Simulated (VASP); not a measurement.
# NiCl4 (Cmmm) in VASP: single point with PBE

Aim: the single point of NiCl4 with PBE.

Program: VASP 6.6.1. These are calculated values, not measurements. Logs are shortened: lines on timing, memory, paths and dates and some standing lists are left out, and cuts for length are marked.

### Step 1. The cell of the first run

The structure is orthorhombic, space group Cmmm (No. 65). The conventional cell has a = 7.937 Å, b = 8.334 Å, c = 3.563 Å, α = 90.00°, β = 90.00°, γ = 90.00°. Cl (site symmetry m2m) has 2 Ni at 2.38 Å and 5 Cl at 3.16 to 3.28 Å within 3.3 Å. Within 3.0 Å of Cl (site symmetry 2mm) lie 1 Ni at 2.26 Å. Within 3.0 Å of Ni (site symmetry mmm) lie 6 Cl at 2.26 to 2.38 Å.

### Step 2. Single point, PBE

Input file POSCAR:

```
NiCl4
1.0
    3.9683770000      4.1670710000      0.0000000000
    3.9683770000     -4.1670710000      0.0000000000
    0.0000000000      0.0000000000     -3.5634810000
Cl Ni
4 1
Direct
    0.1894000000      0.8106000000      0.5000000000
    0.8106000000      0.1894000000      0.5000000000
    0.2852000000      0.2852000000      0.0000000000
    0.7148000000      0.7148000000      0.0000000000
    0.0000000000      0.0000000000      0.0000000000
```

Input file INCAR.step1:

```
PREC = Accurate
ENCUT = 520
EDIFF = 1E-7
ISMEAR = -1
SIGMA = 0.1
LREAL = F
LASPH = T
NELM = 80
ALGO = Normal
ISIF = 2
LWAVE = F
LCHARG = T
LMAXMIX = 4
GGA = PE
NBANDS = 27
```

Input file KPOINTS.step1:

```
Automatic mesh
0
Gamma
  6 6 9
```

Input file INCAR.step2:

```
PREC = Accurate
ENCUT = 520
EDIFF = 1E-7
ISMEAR = -5
SIGMA = 0.1
LREAL = F
LASPH = T
NELM = 80
ALGO = Normal
ISIF = 2
LWAVE = F
LCHARG = F
LMAXMIX = 4
GGA = PE
LORBIT = 11
NBANDS = 27
NEDOS = 1001
ICHARG = 11
```

Input file KPOINTS.step2:

```
Automatic mesh
0
Gamma
  9 9 14
```

Potentials or basis: VASP PAW PBE potentials, release 64 (Cl, Ni).

Launch:

```sh
cat potpaw_PBE.64/Cl/POTCAR potpaw_PBE.64/Ni/POTCAR > POTCAR
cp INCAR.step1 INCAR
cp KPOINTS.step1 KPOINTS
mpirun -np 1 vasp_std > vasp.out
cp INCAR.step2 INCAR
cp KPOINTS.step2 KPOINTS
mpirun -np 1 vasp_std > vasp.out
```

OUTCAR:

```text
PREC = Accurate
   ENCUT = 520
   EDIFF = 1E-7
   ISMEAR = -5
   LREAL = F
   LASPH = T
   NELM = 80
   ISIF = 2
   GGA = PE
   LORBIT = 11
   ICHARG = 11

 ion  position               nearest neighbor table
   1  0.189  0.811  0.500-   5 2.38   5 2.38
   2  0.811  0.189  0.500-   5 2.38   5 2.38
   3  0.285  0.285  0.000-   5 2.26
   4  0.715  0.715  0.000-   5 2.26
   5  0.000  0.000  0.000-   3 2.26   4 2.26   1 2.38   2 2.38   1 2.38   2 2.38

  LATTYP: Found a base centered orthorhombic cell.
 ALAT       =     7.9367540000
 B/A-ratio  =     1.0500693357
 C/A-ratio  =     0.4489846857

  Lattice vectors:

 A1 = (   3.9683770000,   4.1670710000,   0.0000000000)
 A2 = (   3.9683770000,  -4.1670710000,   0.0000000000)
 A3 = (   0.0000000000,   0.0000000000,  -3.5634810000)

Analysis of symmetry for initial positions (statically):
=====================================================================
 Subroutine PRICEL returns:
 Original cell was already a primitive cell.

 Routine SETGRP: Setting up the symmetry group for a
 base centered orthorhombic supercell.

 Subroutine GETGRP returns: Found  8 space group operations
 (whereof  8 operations were pure point group operations)
 out of a pool of  8 trial point group operations.

The static configuration has the point symmetry D_2h.

Analysis of symmetry for dynamics (positions and initial velocities):
=====================================================================
 Subroutine PRICEL returns:
 Original cell was already a primitive cell.

 Routine SETGRP: Setting up the symmetry group for a
 base centered orthorhombic supercell.

 Subroutine GETGRP returns: Found  8 space group operations
 (whereof  8 operations were pure point group operations)
 out of a pool of  8 trial point group operations.

The dynamic configuration has the point symmetry D_2h.

 Subroutine INISYM returns: Found  8 space group operations
 (whereof  8 operations are pure point group operations),
 and found     1 'primitive' translations

----------------------------------------------------------------------------------------

                                     Primitive cell

  volume of cell :     117.8551

  direct lattice vectors                    reciprocal lattice vectors
     3.968377000  4.167071000  0.000000000     0.125996094  0.119988356  0.000000000
     3.968377000 -4.167071000  0.000000000     0.125996094 -0.119988356  0.000000000
     0.000000000  0.000000000 -3.563481000     0.000000000  0.000000000 -0.280624479

  length of vectors
     5.754345900  5.754345900  3.563481000     0.173989141  0.173989141  0.280624479

  position of ions in fractional coordinates (direct lattice)
     0.189400000  0.810600000  0.500000000
     0.810600000  0.189400000  0.500000000
     0.285200000  0.285200000  0.000000000
     0.714800000  0.714800000  0.000000000
     0.000000000  0.000000000  0.000000000

  ion indices of the primitive-cell ions
   primitive index   ion index
                 1           1
                 2           2
                 3           3
                 4           4
                 5           5

----------------------------------------------------------------------------------------

 KPOINTS: Automatic mesh

Automatic generation of k-mesh.
 Grid dimensions read from file:
 generate k-points for:    9    9   14

 Generating k-lattice:

  Cartesian coordinates                     Fractional coordinates (reciprocal lattice)
     0.013999566  0.013332040  0.000000000     0.111111111  0.000000000  0.000000000
     0.013999566 -0.013332040  0.000000000     0.000000000  0.111111111  0.000000000
     0.000000000  0.000000000 -0.020044606     0.000000000  0.000000000  0.071428571

  Length of vectors
     0.019332127  0.019332127  0.020044606

  Shift w.r.t. Gamma in fractional coordinates (k-lattice)
     0.000000000  0.000000000  0.000000000

 TETIRR: Found   1701 inequivalent tetrahedra from     6804

 Subroutine IBZKPT returns following result:
 ===========================================

 Found    200 irreducible k-points:

 Following reciprocal coordinates:
            Coordinates               Weight
  0.000000  0.000000  0.000000      1.000000
  0.111111  0.000000  0.000000      4.000000
  0.222222  0.000000  0.000000      4.000000
  0.333333  0.000000  0.000000      4.000000
  0.444444  0.000000  0.000000      4.000000
  0.111111  0.111111  0.000000      2.000000
[... 16 lines left out ...]
 -0.333333  0.333333  0.000000      2.000000
  0.444444  0.444444  0.000000      2.000000
 [... further k-points ...]
   k-points           NKPTS =    200   k-points in BZ     NKDIM =    200   number of bands    NBANDS=     27
   number of dos      NEDOS =   1001   number of ions     NIONS =      5
   total plane-waves  NPLWV =  64512
   dimension x,y,z NGX =    48 NGY =   48 NGZ =   28
   dimension x,y,z NGXF=    96 NGYF=   96 NGZF=   56
   ions per type =               4   1
   NGX,Y,Z   is equivalent  to a cutoff of  13.87, 13.87, 13.06 a.u.
   NGXF,Y,Z  is equivalent  to a cutoff of  27.73, 27.73, 26.13 a.u.
 SYSTEM =  unknown system
   PREC   = accura    normal or accurate (medium, high low for compatibility)
   ISTART =      0    job   : 0-new  1-cont  2-samecut
   ICHARG =     11    charge: 1-file 2-atom 10-const
   ISPIN  =      1    spin polarized calculation?
   LNONCOLLINEAR =      F non collinear calculations
   LSORBIT =      F    spin-orbit coupling
   LASPH  =      T    aspherical Exc in radial PAW
   ENCUT  =  520.0 eV  38.22 Ry    6.18 a.u.  10.70 10.70  6.63*2*pi/ulx,y,z
   NELM   =     80;   NELMIN=  2; NELMDL=  0     # of ELM steps
   EDIFF  = 0.1E-06   stopping-criterion for ELM
   LREAL  =      F    real-space projection
   EDIFFG = 0.1E-05   stopping-criterion for IOM
   NSW    =      0    number of steps for IOM
   IBRION =     -1    ionic relax: 0-MD 1-quasi-New 2-CG
   NFREE  =      0    steps in history (QN), initial steepest desc. (CG)
   ISIF   =      2    stress and relaxation
   ISYM   =      2    0-nonsym 1-usesym 2-fastsym
   POTIM  = 0.5000    time-step for ionic-motion
   TEBEG  =    0.0;   TEEND  =   0.0 temperature during run
   PSTRESS=    0.0 pullay stress
   NELECT =      38.0000    total number of electrons
   NUPDOWN=      -1.0000    fix difference up-down
   EMIN   =  10.00;   EMAX   =-10.00  energy-range for DOS
   EFERMI =   0.00;   METHOD = LEGACY
   ISMEAR =    -5;   SIGMA  =   0.10  broadening in eV -4-tet -1-fermi 0-gaus
   EFERMI_NEDOS =   21; number of points for ismear=-14 and -15
   IALGO  =     38    algorithm
   IMIX   =      4    mixing-type and parameters
     AMIX     =   0.40;   BMIX     =  1.00
     AMIX_MAG =   1.60;   BMIX_MAG =  1.00
  volume/ion in A,a.u.               =      23.57       159.07
  Fermi-wavevector in a.u.,A,eV,Ry     =   1.122587  2.121381 17.146078  1.260201
  Thomas-Fermi vector in A             =   2.259248
   LORBIT       =     11    0 simple, 1 ext, 2 COOP (PROOUT), +10 PAW based schemes
   GGA     = PE    functional components
   LHFCALC =     F    Hartree Fock is set to
   AEXX    =    0.0000 exact exchange contribution
   IVDW    =     0    specifies the selected vdW correction
   LEPSILON=     F    determine dielectric tensor
   LRPA    =     F    only Hartree local field effects (RPA)
 non-spin polarized calculation
 Fermi weights with tetrahedron method with Bloechl corrections
  energy-cutoff  :      520.00
  volume of cell :      117.86
 maximum number of plane-waves:      3201
 NGX is ok and might be reduce to    48

 number of electron      38.0000017 magnetization

 Free energy of the ion-electron system (eV)
  ---------------------------------------------------
  ext. energy  EPLUGINS =         0.00000000
  ---------------------------------------------------
  free energy    TOTEN  =       -13.87207897 eV

  energy without entropy =      -13.87207897  energy(sigma->0) =      -13.87207897

 E-fermi :   0.7049     XC(G=0):  -8.7085

 val. band max:        0.7156711920   @ k =   0.1111   0.1111   0.0000
 cond. band min:       0.6857912932   @ k =  -0.3333   0.1111   0.2143
 fundamental gap:     -0.0298798988
 Fermi energy:         0.7048911170

 k-point     1 :       0.0000    0.0000    0.0000
  band No.  band energies     occupation
      1     -14.2627      2.00000
      2     -13.4453      2.00000
      3     -12.6983      2.00000
      4     -12.6336      2.00000
      5      -4.1568      2.00000
      6      -2.9657      2.00000
[... 19 lines left out ...]
     26       9.9093      0.00000
     27      10.4863      0.00000

 k-point     2 :       0.1111    0.0000    0.0000
  band No.  band energies     occupation
      1     -14.2502      2.00000
      2     -13.4511      2.00000
      3     -12.7196      2.00000
      4     -12.6260      2.00000
      5      -4.1156      2.00000
      6      -2.9671      2.00000
[... 19 lines left out ...]
     26      10.1268      0.00000
     27      10.5342      0.00000

 k-point     3 :       0.2222    0.0000    0.0000
  band No.  band energies     occupation
      1     -14.2167      2.00000
      2     -13.4688      2.00000
      3     -12.7594      2.00000
      4     -12.6201      2.00000
      5      -4.0096      2.00000
      6      -2.9708      2.00000
[... 594 lines left out ...]
      1     -14.1027      2.00000
      2     -13.5093      2.00000
      3     -12.7713      2.00000
      4     -12.7442      2.00000
      5      -3.7072      2.00000
      6      -3.2390      2.00000
[... 19 lines left out ...]
     26      11.0571      0.00000
     27      11.1664      0.00000

 k-point    24 :       0.4444    0.4444    0.0000
  band No.  band energies     occupation
      1     -14.0554      2.00000
      2     -13.5061      2.00000
      3     -12.8541      2.00000
      4     -12.7392      2.00000
      5      -3.5786      2.00000
      6      -3.1981      2.00000
[... 19 lines left out ...]
     26      11.2232      0.00000
     27      11.3239      0.00000

 [... further k-points ...]
[... 5 lines left out ...]
  --------------------------------------------------------------------------------------
  -------------------------------------------------------------------------------------
  Total      -12.1260196     -9.0581832    -10.6980773      0.0000000      0.0000000      0.0000000
  in kB     -164.8468227   -123.1412099   -145.4347018      0.0000000      0.0000000      0.0000000
  external PRESSURE =    -144.4742448 kB  Pullay stress =       0.0000000 kB

 VOLUME and BASIS-vectors are now :
 -----------------------------------------------------------------------------
  energy-cutoff  :      520.00
  volume of cell :      117.86
      direct lattice vectors                 reciprocal lattice vectors
     3.968377000  4.167071000  0.000000000     0.125996094  0.119988356  0.000000000
     3.968377000 -4.167071000  0.000000000     0.125996094 -0.119988356  0.000000000
     0.000000000  0.000000000 -3.563481000     0.000000000  0.000000000 -0.280624479

 POSITION                                       TOTAL-FORCE (eV/Angst)
 -----------------------------------------------------------------------------------
      3.96838     -2.58858     -1.78174         0.000000     -0.876231      0.000000
      3.96838      2.58858     -1.78174         0.000000      0.876231      0.000000
      2.26356      0.00000      0.00000        -0.521605      0.000000     -0.000000
      5.67319      0.00000      0.00000         0.521605      0.000000      0.000000
      0.00000      0.00000      0.00000         0.000000      0.000000      0.000000
 -----------------------------------------------------------------------------------
    total drift:                               -0.000000     -0.000000      0.000000

  FREE ENERGIE OF THE ION-ELECTRON SYSTEM (eV)
  ---------------------------------------------------
  free  energy   TOTEN  =       -13.8720789667 eV

  energy  without entropy=      -13.8720789667  energy(sigma->0) =      -13.87207897

 total charge

# of ion       s       p       d       tot
------------------------------------------
    1        1.618   3.346   0.000   4.964
    2        1.618   3.346   0.000   4.964
    3        1.615   3.476   0.000   5.091
    4        1.615   3.476   0.000   5.091
    5        0.367   0.446   8.035   8.847
--------------------------------------------------
tot          6.831  14.091   8.035  28.957
```

Wall time 10 min (1 thread of Intel Xeon Platinum 8259CL at 2.50GHz (Skylake/Cascade Lake), shared host); peak memory 0.61 GiB.

Results:

| Property | Result |
| --- | --- |
| Valence electrons inside the program's atomic spheres | Cl 4.96, 5.09 (each value once); Ni 8.85 |

Levels at points of the mesh, in eV from the Fermi level:
```csv
k point,band 15,band 16,band 17,band 18,band 19,band 20,band 21,band 22,band 23,band 24
"(0.00, 0.00, 0.00)",-0.45,-0.33,-0.14,-0.01,0.05,0.36,0.59,5.94,7.26,8.05
"(0.00, 0.00, 0.50)",-1.71,-0.99,-0.88,-0.72,-0.59,0.11,0.16,7.16,9.79,10.38
```

Caveat: the run has no spin polarisation, though such a crystal can be magnetic; semilocal functionals often make such compounds metallic where correlation or magnetic order opens a gap, which also shifts bond lengths; tetrahedron occupations give inexact forces and stress in metals.
